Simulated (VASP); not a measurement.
A run of VASP 6.6.1:

INCAR

```
SYSTEM = HC4
PREC = Accurate
ENCUT = 520
EDIFF = 1E-6
ISMEAR = 0
SIGMA = 0.1
LREAL = .FALSE.
LASPH = .TRUE.
NELM = 120
ALGO = Normal
ISIF = 2
LWAVE = .FALSE.
LCHARG = .FALSE.
LDIPOL = .TRUE.
IDIPOL = 3
DIPOL = 0.5 0.5 0.241
GGA = PE
IVDW = 12
NBANDS = 28
GGA_COMPAT = .FALSE.
NELMDL = -8
```

File KPOINTS:

```
Automatic mesh
0
G
  6 6 1
  0 0 0
```

The input POSCAR:

```
HC4
1.0
    4.9314379192      0.0000000000      0.0000000000
   -2.4657189596      4.2707505152      0.0000000000
    0.0000000000      0.0000000000     18.0000000000
C H
8 2
Direct
    0.1666666667      0.3333333333      0.2222222222
    0.1666666667      0.8333333333      0.2222222222
    0.6666666667      0.3333333333      0.2222222222
    0.6666666667      0.8333333333      0.2222222222
    0.3333333333      0.1666666667      0.2222222222
    0.3333333333      0.6666666667      0.2222222222
    0.8333333333      0.1666666667      0.2222222222
    0.8333333333      0.6666666667      0.2222222222
    0.1286171483      0.3713828517      0.3183333333
    0.2047161850      0.2952838150      0.3183333333
```

Potentials or basis: VASP PAW PBE potentials, release 64 (C, H).

Launch:

```sh
$ cat potpaw_PBE.64/C/POTCAR potpaw_PBE.64/H/POTCAR > POTCAR
$ mpirun -np 1 vasp_std > vasp.out
```

Hardware: 1 thread of AMD EPYC 7R13 (shared host).

Estimate the wall time of this run.

Wall time 8.7 min on 1 thread of AMD EPYC 7R13 (shared host), peak memory 0.52 GiB. Counts: scf iterations 25, k points 13.
